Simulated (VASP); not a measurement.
Wanted: the native input for a VASP 6.6.1 run.

* Task: single point
* Functional: LDA
* Potentials or basis: VASP PAW LDA potentials, release 64 (Se, Sn_d)
* Cutoff: 400 eV
* k mesh: 12 × 12 × 1
* Occupations: gaussian, width 0.02 eV
* Spin: no spin polarisation
* Dipole correction: yes
* Further INCAR settings: ALGO = Normal; EDIFF = 1e-06; NBANDS = 49; NELMDL = -8

The structure of SnSe2 lies in POSCAR:

```
SnSe2
1.0
    3.8110000000      0.0000000000      0.0000000000
   -1.9055000000      3.3004228138      0.0000000000
    0.0000000000      0.0000000000     33.3740000000
Se Sn
6 3
Direct
    0.6666666667      0.3333333333      0.2696710014
    0.3333333333      0.6666666667      0.3625576796
    0.6666666667      0.3333333333      0.4535566609
    0.3333333333      0.6666666667      0.5464433391
    0.6666666667      0.3333333333      0.6374423204
    0.3333333333      0.6666666667      0.7303289986
    0.0000000000      0.0000000000      0.3161143405
    0.0000000000      0.0000000000      0.5000000000
    0.0000000000      0.0000000000      0.6838856595
```

The input as run:

INCAR

```
PREC = Accurate
ENCUT = 400
EDIFF = 1E-6
ISMEAR = 0
SIGMA = 0.02
LREAL = False
LASPH = True
NELM = 120
ALGO = Normal
ISIF = 2
LWAVE = False
LCHARG = False
LDIPOL = True
IDIPOL = 3
DIPOL = 0.5 0.5 0.500
GGA = CA
NBANDS = 49
GGA_COMPAT = False
NELMDL = -8
```

KPOINTS

```
regular mesh
0
Gamma
  12 12 1
```

Potentials or basis: VASP PAW LDA potentials, release 64 (Se, Sn_d).

Run with:

```bash
$ cat potpaw_LDA.64/Se/POTCAR potpaw_LDA.64/Sn_d/POTCAR > POTCAR
$ mpirun -np 1 vasp_std > vasp.out
```

Results of the run:

* Largest force: 0.293 eV/Å
* Band gap on the k mesh: 0.69 eV (least direct gap 0.95 eV)

Caveat: spin-orbit coupling is left out, which moves the levels of the heavy elements.

It took 14 min on 1 thread of Intel Xeon 8259CL (shared host), peak memory 0.44 GiB.
